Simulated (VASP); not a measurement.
A run of VASP 6.6.1 is set up as follows.

Contents of INCAR:

```
ALGO = Normal ; EDIFF = 1E-6
ENCUT = 520 ; GGA = PS
ISIF = 2 ; ISMEAR = 0
LASPH = T ; LCHARG = F
LREAL = F ; LWAVE = F
NBANDS = 9 ; NELM = 80
PREC = Accurate ; SIGMA = 0.15
```

File KPOINTS:

```
k-points
0
Gamma
  15 15 15
```

The input POSCAR:

```
Te
1.0
    2.2506127899      1.2993919001      1.6524406802
   -2.2506127899      1.2993919001      1.6524406802
    0.0000000000     -2.5987838001      1.6524406803
Te
1
Direct
    0.5000000000      0.5000000000      0.5000000000
```

Potentials or basis: VASP PAW PBE potentials, release 64 (Te).

The run is started by

```console
$ cat potpaw_PBE.64/Te/POTCAR > POTCAR
$ mpirun -np 1 vasp_std > vasp.out
```

(1) Predict the pressure.

(2) Estimate the band gap on the k mesh.

Answers

(1) 4.6 GPa.

(2) zero (bands 3 and 4 overlap by 5.43 eV).

Caveat: the cell differs from its parent crystal (engineering shear strain xz +0.0000, normal strain along z -0.0700); the cell stands under pressure; the PAW data sets were made with another functional, which shifts forces and pressure a little; spin-orbit coupling is left out, which moves the levels of the heavy elements.
